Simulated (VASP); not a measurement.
# HfS2 (m.B) in VASP: single point with PBE+D3(BJ)

Aim: the single point of HfS2 (m.B) with PBE+D3(BJ).

Everything below comes from runs of VASP 6.6.1. Logs are shortened: lines on timing, memory, paths and dates and some standing lists are left out, and cuts for length are marked.

### Step 1. The cell of the first run

The cell holds a sheet with vacuum, 3 atoms: a = 3.618 Å, b = 3.618 Å, c = 29.560 Å, α = 90.00°, β = 90.00°, γ = 120.00°.

### Step 2. Single point, PBE+D3(BJ)

INCAR

```
SYSTEM = HfS2
PREC = Accurate
ENCUT = 400
EDIFF = 1E-6
ISMEAR = 0
SIGMA = 0.03
LREAL = .False.
LASPH = .True.
NELM = 120
ALGO = Normal
ISIF = 2
LWAVE = .False.
LCHARG = .True.
LDIPOL = .True.
IDIPOL = 3
DIPOL = 0.5 0.5 0.286
GGA = PE
IVDW = 12
LELF = .True.
LVHAR = .True.
LVACPOTAV = .True.
NBANDS = 18
GGA_COMPAT = .False.
NELMDL = -8
```

KPOINTS

```
Automatic mesh
0
Gamma
  12 12 1
  0 0 0
```

POSCAR

```
HfS2
1.0
    3.6178543987      0.0000000000      0.0000000000
   -1.8089271994      3.1331538165      0.0000000000
    0.0000000000      0.0000000000     29.5600000019
S Hf
2 1
Direct
    0.3333333333      0.6666666667      0.2362749791
    0.6666666667      0.3333333333      0.3347669694
    0.0000000000      0.0000000000      0.2855209743
```

Potentials or basis: VASP PAW PBE potentials, release 64 (S, Hf_pv).

Command:

```sh
$ cat potpaw_PBE.64/S/POTCAR potpaw_PBE.64/Hf_pv/POTCAR > POTCAR
$ mpirun -np 1 vasp_std > vasp.out
```

OUTCAR:

```text
SYSTEM = HfS2
   PREC = Accurate
   ENCUT = 400
   EDIFF = 1E-6
   ISMEAR = 0
   LREAL = .False.
   LASPH = .True.
   NELM = 120
   ISIF = 2
   GGA = PE
   IVDW = 12
   NELMDL = -8
 IVDW          = 12

 ion  position               nearest neighbor table
   1  0.333  0.667  0.236-   3 2.55   3 2.55   3 2.55
   2  0.667  0.333  0.335-   3 2.55   3 2.55   3 2.55
   3  0.000  0.000  0.286-   2 2.55   2 2.55   2 2.55   1 2.55   1 2.55   1 2.55

  LATTYP: Found a hexagonal cell.
 ALAT       =     3.6178543987
 C/A-ratio  =     8.1705886264

  Lattice vectors:

 A1 = (   3.6178543987,   0.0000000000,   0.0000000000)
 A2 = (  -1.8089271994,   3.1331538165,   0.0000000000)
 A3 = (   0.0000000000,   0.0000000000,  29.5600000019)

Analysis of symmetry for initial positions (statically):
=====================================================================
 Subroutine PRICEL returns:
 Original cell was already a primitive cell.

 Routine SETGRP: Setting up the symmetry group for a
 hexagonal supercell.

 Subroutine GETGRP returns: Found 12 space group operations
 (whereof  6 operations were pure point group operations)
 out of a pool of 24 trial point group operations.

The static configuration has the point symmetry C_3v.
 The point group associated with its full space group is D_3d.

Analysis of symmetry for dynamics (positions and initial velocities):
=====================================================================
 Subroutine PRICEL returns:
 Original cell was already a primitive cell.

 Routine SETGRP: Setting up the symmetry group for a
 hexagonal supercell.

 Subroutine GETGRP returns: Found 12 space group operations
 (whereof  6 operations were pure point group operations)
 out of a pool of 24 trial point group operations.

The dynamic configuration has the point symmetry C_3v.
 The point group associated with its full space group is D_3d.

 Subroutine INISYM returns: Found 12 space group operations
 (whereof  6 operations are pure point group operations),
 and found     1 'primitive' translations

----------------------------------------------------------------------------------------

                                     Primitive cell

  volume of cell :     335.0713

  direct lattice vectors                    reciprocal lattice vectors
     3.617854399  0.000000000  0.000000000     0.276406922  0.159583611  0.000000000
    -1.808927199  3.133153817  0.000000000     0.000000000  0.319167222  0.000000000
     0.000000000  0.000000000 29.560000002     0.000000000  0.000000000  0.033829499

  length of vectors
     3.617854399  3.617854399 29.560000002     0.319167222  0.319167222  0.033829499

  position of ions in fractional coordinates (direct lattice)
     0.333333333  0.666666667  0.236274979
     0.666666667  0.333333333  0.334766969
     0.000000000  0.000000000  0.285520974

  ion indices of the primitive-cell ions
   primitive index   ion index
                 1           1
                 2           2
                 3           3

----------------------------------------------------------------------------------------

 KPOINTS: Automatic mesh

Automatic generation of k-mesh.
 Grid dimensions read from file:
 generate k-points for:   12   12    1

 Generating k-lattice:

  Cartesian coordinates                     Fractional coordinates (reciprocal lattice)
     0.023033910  0.013298634  0.000000000     0.083333333  0.000000000  0.000000000
     0.000000000  0.026597269  0.000000000     0.000000000  0.083333333  0.000000000
     0.000000000  0.000000000  0.033829499     0.000000000  0.000000000  1.000000000

  Length of vectors
     0.026597269  0.026597269  0.033829499

  Shift w.r.t. Gamma in fractional coordinates (k-lattice)
     0.000000000  0.000000000  0.000000000

 Subroutine IBZKPT returns following result:
 ===========================================

 Found     19 irreducible k-points:

 Following reciprocal coordinates:
            Coordinates               Weight
  0.000000  0.000000  0.000000      1.000000
  0.083333  0.000000  0.000000      6.000000
  0.166667  0.000000  0.000000      6.000000
  0.250000  0.000000  0.000000      6.000000
  0.333333  0.000000  0.000000      6.000000
  0.416667  0.000000  0.000000      6.000000
[... 11 lines left out ...]
  0.333333  0.250000  0.000000     12.000000
  0.333333  0.333333  0.000000      2.000000
   k-points           NKPTS =     19   k-points in BZ     NKDIM =     19   number of bands    NBANDS=     18
   number of dos      NEDOS =    301   number of ions     NIONS =      3
   total plane-waves  NPLWV = 112896
   dimension x,y,z NGX =    24 NGY =   24 NGZ =  196
   dimension x,y,z NGXF=    48 NGYF=   48 NGZF=  392
   ions per type =               2   1
   NGX,Y,Z   is equivalent  to a cutoff of  11.03, 11.03, 11.02 a.u.
   NGXF,Y,Z  is equivalent  to a cutoff of  22.06, 22.06, 22.05 a.u.
 SYSTEM =  HfS2
   PREC   = accura    normal or accurate (medium, high low for compatibility)
   ISTART =      0    job   : 0-new  1-cont  2-samecut
   ICHARG =      2    charge: 1-file 2-atom 10-const
   ISPIN  =      1    spin polarized calculation?
   LNONCOLLINEAR =      F non collinear calculations
   LSORBIT =      F    spin-orbit coupling
   LASPH  =      T    aspherical Exc in radial PAW
   ENCUT  =  400.0 eV  29.40 Ry    5.42 a.u.   5.90  5.90 48.20*2*pi/ulx,y,z
   NELM   =    120;   NELMIN=  2; NELMDL= -8     # of ELM steps
   EDIFF  = 0.1E-05   stopping-criterion for ELM
   LREAL  =      F    real-space projection
   EDIFFG = 0.1E-04   stopping-criterion for IOM
   NSW    =      0    number of steps for IOM
   IBRION =     -1    ionic relax: 0-MD 1-quasi-New 2-CG
   NFREE  =      0    steps in history (QN), initial steepest desc. (CG)
   ISIF   =      2    stress and relaxation
   ISYM   =      2    0-nonsym 1-usesym 2-fastsym
   POTIM  = 0.5000    time-step for ionic-motion
   TEBEG  =    0.0;   TEEND  =   0.0 temperature during run
   PSTRESS=    0.0 pullay stress
   NELECT =      22.0000    total number of electrons
   NUPDOWN=      -1.0000    fix difference up-down
   EMIN   =  10.00;   EMAX   =-10.00  energy-range for DOS
   EFERMI =   0.00;   METHOD = LEGACY
   ISMEAR =     0;   SIGMA  =   0.03  broadening in eV -4-tet -1-fermi 0-gaus
   EFERMI_NEDOS =   21; number of points for ismear=-14 and -15
   IALGO  =     38    algorithm
   IMIX   =      4    mixing-type and parameters
     AMIX     =   0.40;   BMIX     =  1.00
     AMIX_MAG =   1.60;   BMIX_MAG =  1.00
  volume/ion in A,a.u.               =     111.69       753.72
  Fermi-wavevector in a.u.,A,eV,Ry     =   0.660445  1.248060  5.934692  0.436188
  Thomas-Fermi vector in A             =   1.732895
   LORBIT       =      0    0 simple, 1 ext, 2 COOP (PROOUT), +10 PAW based schemes
   GGA     = PE    functional components
   LHFCALC =     F    Hartree Fock is set to
   AEXX    =    0.0000 exact exchange contribution
   IVDW    =    12    specifies the selected vdW correction
   LEPSILON=     F    determine dielectric tensor
   LRPA    =     F    only Hartree local field effects (RPA)
 non-spin polarized calculation
 Gauss-broadening in eV      SIGMA  =   0.03
  energy-cutoff  :      400.00
  volume of cell :      335.07
 maximum number of plane-waves:      6122
 NGX is ok and might be reduce to    24
   NGX = 11   NGY = 11   NGZ = 97

 dipolmoment           0.000000      0.000000     -0.000000 electrons x Angstroem

 number of electron      21.9999999 magnetization

 dipolmoment           0.000000      0.000000      0.000000 electrons x Angstroem

 Free energy of the ion-electron system (eV)
  ---------------------------------------------------
  ext. energy  EPLUGINS =         0.00000000
  ---------------------------------------------------
  free energy    TOTEN  =       -22.91893356 eV

  energy without entropy =      -22.91893356  energy(sigma->0) =      -22.91893356

 E-fermi :  -4.2418     XC(G=0):  -2.2644

 val. band max:       -4.4408283467   @ k =   0.0000   0.0000   0.0000
 cond. band min:      -3.2165045606   @ k =   0.5000   0.0000   0.0000
 fundamental gap:      1.2243237861
 Fermi energy:        -4.2418009246

 k-point     1 :       0.0000    0.0000    0.0000
  band No.  band energies     occupation
      1     -35.0942      2.00000
      2     -34.9822      2.00000
      3     -34.9822      2.00000
      4     -17.2905      2.00000
      5     -15.9041      2.00000
      6      -8.5565      2.00000
[... 10 lines left out ...]
     17       1.2713      0.00000
     18       1.5115      0.00000

 k-point     2 :       0.0833    0.0000    0.0000
  band No.  band energies     occupation
      1     -35.0916      2.00000
      2     -34.9957      2.00000
      3     -34.9852      2.00000
      4     -17.2095      2.00000
      5     -15.9085      2.00000
      6      -8.4663      2.00000
[... 10 lines left out ...]
     17       1.2292      0.00000
     18       1.6739      0.00000

 k-point     3 :       0.1667    0.0000    0.0000
  band No.  band energies     occupation
      1     -35.0845      2.00000
      2     -35.0323      2.00000
      3     -34.9935      2.00000
      4     -16.9817      2.00000
      5     -15.9195      2.00000
      6      -8.2242      2.00000
[... 10 lines left out ...]
     17       1.7023      0.00000
     18       2.0740      0.00000

 k-point     4 :       0.2500    0.0000    0.0000
  band No.  band energies     occupation
      1     -35.0831      2.00000
      2     -35.0735      2.00000
      3     -35.0047      2.00000
      4     -16.6565      2.00000
      5     -15.9267      2.00000
      6      -8.0639      2.00000
[... 10 lines left out ...]
     17       2.3243      0.00000
     18       2.6009      0.00000

 k-point     5 :       0.3333    0.0000    0.0000
  band No.  band energies     occupation
      1     -35.1311      2.00000
      2     -35.0647      2.00000
      3     -35.0160      2.00000
      4     -16.3399      2.00000
      5     -15.8908      2.00000
      6      -8.4642      2.00000
[... 10 lines left out ...]
     17       2.2610      0.00000
     18       3.1449      0.00000

 k-point     6 :       0.4167    0.0000    0.0000
  band No.  band energies     occupation
      1     -35.1665      2.00000
      2     -35.0575      2.00000
      3     -35.0242      2.00000
      4     -16.1877      2.00000
      5     -15.7534      2.00000
      6      -8.9903      2.00000
[... 10 lines left out ...]
     17       2.2828      0.00000
     18       2.4627      0.00000

 k-point     7 :       0.5000    0.0000    0.0000
  band No.  band energies     occupation
      1     -35.1794      2.00000
      2     -35.0549      2.00000
      3     -35.0272      2.00000
      4     -16.1617      2.00000
      5     -15.6645      2.00000
      6      -9.2033      2.00000
[... 10 lines left out ...]
     17       1.9780      0.00000
     18       3.0103      0.00000

 k-point     8 :       0.0833    0.0833    0.0000
  band No.  band energies     occupation
      1     -35.0868      2.00000
      2     -35.0200      2.00000
      3     -34.9915      2.00000
      4     -17.0548      2.00000
      5     -15.9164      2.00000
      6      -8.2966      2.00000
[... 10 lines left out ...]
     17       1.5830      0.00000
     18       1.9519      0.00000
[... 124 lines left out ...]
     17       3.1207      0.00000
     18       3.4460      0.00000

 k-point    15 :       0.3333    0.1667    0.0000
  band No.  band energies     occupation
      1     -35.1539      2.00000
      2     -35.0565      2.00000
      3     -35.0519      2.00000
      4     -16.0462      2.00000
      5     -15.7981      2.00000
      6      -8.7084      2.00000
[... 10 lines left out ...]
     17       2.8342      0.00000
     18       3.3294      0.00000

 k-point    16 :       0.4167    0.1667    0.0000
  band No.  band energies     occupation
      1     -35.1623      2.00000
      2     -35.0586      2.00000
      3     -35.0528      2.00000
      4     -16.0326      2.00000
      5     -15.7124      2.00000
      6      -8.8773      2.00000
[... 10 lines left out ...]
     17       2.9886      0.00000
     18       3.1889      0.00000

 k-point    17 :       0.2500    0.2500    0.0000
  band No.  band energies     occupation
      1     -35.1416      2.00000
      2     -35.0666      2.00000
      3     -35.0543      2.00000
      4     -15.9366      2.00000
      5     -15.9136      2.00000
      6      -8.4203      2.00000
[... 10 lines left out ...]
     17       3.4284      0.00000
     18       3.6444      0.00000

 k-point    18 :       0.3333    0.2500    0.0000
  band No.  band energies     occupation
      1     -35.1432      2.00000
      2     -35.0861      2.00000
      3     -35.0516      2.00000
      4     -15.9141      2.00000
      5     -15.7843      2.00000
      6      -8.5006      2.00000
[... 10 lines left out ...]
     17       3.4184      0.00000
     18       3.8642      0.00000

 k-point    19 :       0.3333    0.3333    0.0000
  band No.  band energies     occupation
      1     -35.1187      2.00000
      2     -35.1187      2.00000
      3     -35.0504      2.00000
      4     -15.8224      2.00000
      5     -15.8223      2.00000
      6      -8.1802      2.00000
[... 10 lines left out ...]
     17       3.5073      0.00000
     18       4.7165      0.00000

------------------------ aborting loop because EDIFF is reached ----------------------------------------

 Edisp (eV)   -0.68541

 E8    (eV) :    -0.3147

  FORCE on cell =-STRESS in cart. coord.  units (eV):
  Direction    XX          YY          ZZ          XY          YZ          ZX
  --------------------------------------------------------------------------------------
  -------------------------------------------------------------------------------------
  Total      -0.25915    -0.25915    -0.21420     0.00000     0.00000     0.00000
  in kB      -1.23917    -1.23917    -1.02422     0.00000     0.00000     0.00000
  external pressure =       -1.17 kB  Pullay stress =        0.00 kB

 VOLUME and BASIS-vectors are now :
 -----------------------------------------------------------------------------
  energy-cutoff  :      400.00
  volume of cell :      335.07
      direct lattice vectors                 reciprocal lattice vectors
     3.617854399  0.000000000  0.000000000     0.276406922  0.159583611  0.000000000
    -1.808927199  3.133153817  0.000000000     0.000000000  0.319167222  0.000000000
     0.000000000  0.000000000 29.560000002     0.000000000  0.000000000  0.033829499

 POSITION                                       TOTAL-FORCE (eV/Angst)
 -----------------------------------------------------------------------------------
     -0.00000      2.08877      6.98429        -0.000000     -0.000000      0.065048
      1.80893      1.04438      9.89571         0.000000      0.000000     -0.065048
      0.00000      0.00000      8.44000         0.000000      0.000000      0.000000
 -----------------------------------------------------------------------------------
    total drift:                                0.000000     -0.000000      0.000042

  FREE ENERGIE OF THE ION-ELECTRON SYSTEM (eV)
  ---------------------------------------------------
  free  energy   TOTEN  =       -23.6043478447 eV

  energy  without entropy=      -23.6043478447  energy(sigma->0) =      -23.60434784

 vacuum level on the upper side and lower side of the slab         1.904         1.904
```

Wall time 1.9 min (1 thread of AMD EPYC 7R43 (Zen 3), shared host); peak memory 0.31 GiB.

Results:

| Item | Value |
| --- | --- |
| Free energy | -23.6043 eV |
| Largest force | 0.065 eV/Å |
| Band gap on the k mesh | 1.22 eV, indirect (least direct gap 2.08 eV) |
| Dispersion energy per atom | -0.228 eV |

Forces on the atoms (eV/Å):
```
S    0.000  0.000  0.065
S    0.000  0.000 -0.065
Hf   0.000  0.000  0.000
```

Caveat: spin-orbit coupling is left out, which moves the levels of the heavy elements.
